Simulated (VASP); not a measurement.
Write the native input for VASP 6.6.1 that does the following.

```yaml
Task: single point
Functional: PBE
Potentials_or_basis: VASP PAW PBE potentials, release 64 (Gd)
Cutoff: 520 eV
k_mesh: 13 × 13 × 13
Occupations: fermi-dirac, width 0.08 eV
Spin: collinear spin, ferromagnetic start
Starting_moments: "[7.0] μB"
Dipole_correction: no
Further_INCAR_settings: ALGO = Normal; EDIFF = 1e-06; NBANDS = 19
```

The structure of Gd lies in POSCAR:

```
Gd
1.0
    3.2724821218      0.0000000000      0.0000000000
    0.0000000000      3.2724821218      0.0000000000
    0.0000000000      0.0000000000      3.2724821218
Gd
1
Direct
    0.0000000000      0.0000000000      0.0000000000
```

This isn't the form of Gd at room conditions, which is hcp.

The input as run:

INCAR

```
SYSTEM = Gd
  ALGO = Normal
  EDIFF = 1E-6
  ENCUT = 520
  GGA = PE
  ISIF = 2
  ISMEAR = -1
  ISPIN = 2
  LASPH = .True.
  LCHARG = .False.
  LMAXMIX = 6
  LORBIT = 11
  LREAL = .False.
  LWAVE = .False.
  MAGMOM = 7
  NBANDS = 19
  NELM = 150
  PREC = Accurate
  SIGMA = 0.08
```

KPOINTS

```
k-points
0
Gamma
  13 13 13
  0 0 0
```

Potentials or basis: VASP PAW PBE potentials, release 64 (Gd).

Command:

```sh
$ cat potpaw_PBE.64/Gd/POTCAR > POTCAR
$ mpirun -np 1 vasp_std > vasp.out
```

It gave:

The pressure is 0.0 GPa and the net moment is 7.84 μB per cell. The site moments are Gd +7.12 μB and the valence electrons inside the program's atomic spheres are Gd 15.26.

Run time: 90 s on 1 thread of AMD EPYC 9R45 96-Core Processor (Zen 5), on a shared host, peak memory 0.19 GiB.
